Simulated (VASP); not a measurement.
# Na2S (Fm-3m) in VASP: single point with PBE

Aim: the single point of Na2S with PBE.

Everything below comes from runs of VASP 6.6.1. Logs are shortened: lines on timing, memory, paths and dates and some standing lists are left out, and cuts for length are marked.

## 1. The cell of the first run

The structure is cubic, space group Fm-3m (No. 225). The conventional cell has a = 6.480 Å, b = 6.480 Å, c = 6.480 Å, α = 90.00°, β = 90.00°, γ = 90.00°. Within 3.7 Å of Na (site symmetry -43m) lie 4 S at 2.81 Å and 6 Na at 3.24 Å. S (site symmetry m-3m) has 8 Na at 2.81 Å within 3.7 Å.

## 2. Single point, PBE

The input, INCAR:

```
SYSTEM = Na2S
  PREC = Accurate
  ENCUT = 500
  EDIFF = 1E-6
  ISMEAR = 1
  SIGMA = 0.015
  LREAL = .FALSE.
  LASPH = .TRUE.
  NELM = 120
  ALGO = Normal
  ISIF = 2
  LWAVE = .FALSE.
  LCHARG = .FALSE.
  GGA = PE
  NBANDS = 17
  GGA_COMPAT = .FALSE.
```

The input, KPOINTS:

```
Automatic mesh
0
G
  7 7 7
  0 0 0
```

The input, POSCAR:

```
Na2S
1.0
    0.0000000000      3.2397847400      3.2397847400
    3.2397847400      0.0000000000      3.2397847400
    3.2397847400      3.2397847400      0.0000000000
Na S
2 1
Direct
    0.2500000000      0.2500000000      0.2500000000
    0.7500000000      0.7500000000      0.7500000000
    0.0000000000      0.0000000000      0.0000000000
```

Potentials or basis: VASP PAW PBE potentials, release 64 (Na_pv, S).

Started as:

```bash
$ cat potpaw_PBE.64/Na_pv/POTCAR potpaw_PBE.64/S/POTCAR > POTCAR
$ mpirun -np 1 vasp_std > vasp.out
```

OUTCAR:

```text
SYSTEM = Na2S
   PREC = Accurate
   ENCUT = 500
   EDIFF = 1E-6
   ISMEAR = 1
   LREAL = .FALSE.
   LASPH = .TRUE.
   NELM = 120
   ISIF = 2
   GGA = PE

 ion  position               nearest neighbor table
   1  0.250  0.250  0.250-
   2  0.750  0.750  0.750-
   3  0.000  0.000  0.000-

  LATTYP: Found a face centered cubic cell.
 ALAT       =     6.4795694800

  Lattice vectors:

 A1 = (   0.0000000000,   3.2397847400,   3.2397847400)
 A2 = (   3.2397847400,   0.0000000000,   3.2397847400)
 A3 = (   3.2397847400,   3.2397847400,   0.0000000000)

Analysis of symmetry for initial positions (statically):
=====================================================================
 Subroutine PRICEL returns:
 Original cell was already a primitive cell.

 Routine SETGRP: Setting up the symmetry group for a
 face centered cubic supercell.

 Subroutine GETGRP returns: Found 48 space group operations
 (whereof 48 operations were pure point group operations)
 out of a pool of 48 trial point group operations.

The static configuration has the point symmetry O_h .

Analysis of symmetry for dynamics (positions and initial velocities):
=====================================================================
 Subroutine PRICEL returns:
 Original cell was already a primitive cell.

 Routine SETGRP: Setting up the symmetry group for a
 face centered cubic supercell.

 Subroutine GETGRP returns: Found 48 space group operations
 (whereof 48 operations were pure point group operations)
 out of a pool of 48 trial point group operations.

The dynamic configuration has the point symmetry O_h .

 Subroutine INISYM returns: Found 48 space group operations
 (whereof 48 operations are pure point group operations),
 and found     1 'primitive' translations

----------------------------------------------------------------------------------------

                                     Primitive cell

  volume of cell :      68.0109

  direct lattice vectors                    reciprocal lattice vectors
     0.000000000  3.239784740  3.239784740    -0.154331241  0.154331241  0.154331241
     3.239784740  0.000000000  3.239784740     0.154331241 -0.154331241  0.154331241
     3.239784740  3.239784740  0.000000000     0.154331241  0.154331241 -0.154331241

  length of vectors
     4.581747518  4.581747518  4.581747518     0.267309551  0.267309551  0.267309551

  position of ions in fractional coordinates (direct lattice)
[... 75 lines left out ...]
   NELM   =    120;   NELMIN=  2; NELMDL= -5     # of ELM steps
   EDIFF  = 0.1E-05   stopping-criterion for ELM
   LREAL  =      F    real-space projection
   EDIFFG = 0.1E-04   stopping-criterion for IOM
   NSW    =      0    number of steps for IOM
   IBRION =     -1    ionic relax: 0-MD 1-quasi-New 2-CG
   NFREE  =      0    steps in history (QN), initial steepest desc. (CG)
   ISIF   =      2    stress and relaxation
   ISYM   =      2    0-nonsym 1-usesym 2-fastsym
   POTIM  = 0.5000    time-step for ionic-motion
   TEBEG  =    0.0;   TEEND  =   0.0 temperature during run
   PSTRESS=    0.0 pullay stress
   NELECT =      20.0000    total number of electrons
   NUPDOWN=      -1.0000    fix difference up-down
   EMIN   =  10.00;   EMAX   =-10.00  energy-range for DOS
   EFERMI =   0.00;   METHOD = LEGACY
   ISMEAR =     1;   SIGMA  =   0.01  broadening in eV -4-tet -1-fermi 0-gaus
   EFERMI_NEDOS =   21; number of points for ismear=-14 and -15
   IALGO  =     38    algorithm
   IMIX   =      4    mixing-type and parameters
     AMIX     =   0.40;   BMIX     =  1.00
     AMIX_MAG =   1.60;   BMIX_MAG =  1.00
  volume/ion in A,a.u.               =      22.67       152.99
  Fermi-wavevector in a.u.,A,eV,Ry     =   1.088659  2.057268 16.125342  1.185179
  Thomas-Fermi vector in A             =   2.224846
   LORBIT       =      0    0 simple, 1 ext, 2 COOP (PROOUT), +10 PAW based schemes
   GGA     = PE    functional components
   LHFCALC =     F    Hartree Fock is set to
   AEXX    =    0.0000 exact exchange contribution
   IVDW    =     0    specifies the selected vdW correction
   LEPSILON=     F    determine dielectric tensor
   LRPA    =     F    only Hartree local field effects (RPA)
 non-spin polarized calculation
 Methfessel and Paxton  Order N= 1 SIGMA  =   0.01
  energy-cutoff  :      500.00
  volume of cell :       68.01
 maximum number of plane-waves:      1759
 NGX is ok and might be reduce to    36
   NGX = 17   NGY = 17   NGZ = 17

 number of electron      19.9999986 magnetization

 Free energy of the ion-electron system (eV)
  ---------------------------------------------------
  ext. energy  EPLUGINS =         0.00000000
  ---------------------------------------------------
  free energy    TOTEN  =        -9.96472857 eV

  energy without entropy =       -9.96474150  energy(sigma->0) =       -9.96473288

 E-fermi :   0.3227     XC(G=0):  -7.9290

 val. band max:        0.3106999246   @ k =   0.0000   0.0000   0.0000
 cond. band min:       2.8906280463   @ k =   0.0000   0.0000   0.0000
 fundamental gap:      2.5799281217
 Fermi energy:         0.3226509783

 k-point     1 :       0.0000    0.0000    0.0000
  band No.  band energies     occupation
      1     -21.8718      2.00000
      2     -21.8718      2.00000
      3     -21.8718      2.00000
      4     -21.8131      2.00000
      5     -21.8131      2.00000
      6     -21.8131      2.00000
[... 377 lines left out ...]
      4     -21.8356      2.00000
      5     -21.8063      2.00000
      6     -21.8012      2.00000
[... 9 lines left out ...]
     16      10.9597      0.00000
     17      13.0364      0.00000

------------------------ aborting loop because EDIFF is reached ----------------------------------------

  FORCE on cell =-STRESS in cart. coord.  units (eV):
  Direction    XX          YY          ZZ          XY          YZ          ZX
  --------------------------------------------------------------------------------------
  -------------------------------------------------------------------------------------
  Total        0.5304798      0.5304798      0.5304798      0.0000000      0.0000000      0.0000000
  in kB       12.4968629     12.4968629     12.4968629      0.0000000      0.0000000      0.0000000
  external PRESSURE =      12.4968629 kB  Pullay stress =       0.0000000 kB

 VOLUME and BASIS-vectors are now :
 -----------------------------------------------------------------------------
  energy-cutoff  :      500.00
  volume of cell :       68.01
      direct lattice vectors                 reciprocal lattice vectors
     0.000000000  3.239784740  3.239784740    -0.154331241  0.154331241  0.154331241
     3.239784740  0.000000000  3.239784740     0.154331241 -0.154331241  0.154331241
     3.239784740  3.239784740  0.000000000     0.154331241  0.154331241 -0.154331241

 POSITION                                       TOTAL-FORCE (eV/Angst)
 -----------------------------------------------------------------------------------
      1.61989      1.61989      1.61989         0.000000      0.000000      0.000000
      4.85968      4.85968      4.85968        -0.000000     -0.000000     -0.000000
      0.00000      0.00000      0.00000         0.000000      0.000000     -0.000000
 -----------------------------------------------------------------------------------
    total drift:                                0.000000      0.000000      0.000000

  FREE ENERGIE OF THE ION-ELECTRON SYSTEM (eV)
  ---------------------------------------------------
  free  energy   TOTEN  =        -9.9647285721 eV

  energy  without entropy=       -9.9647415009  energy(sigma->0) =       -9.96473288
```

Run time: 37 s. Hardware: 1 thread of Intel Xeon 8259CL, shared host; peak memory 0.19 GiB.

What came out:

| Quantity | Value |
| --- | --- |
| Free energy | -9.9647 eV |
| Pressure | 1.2 GPa |
| Band gap on the k mesh | 2.58 eV, direct |
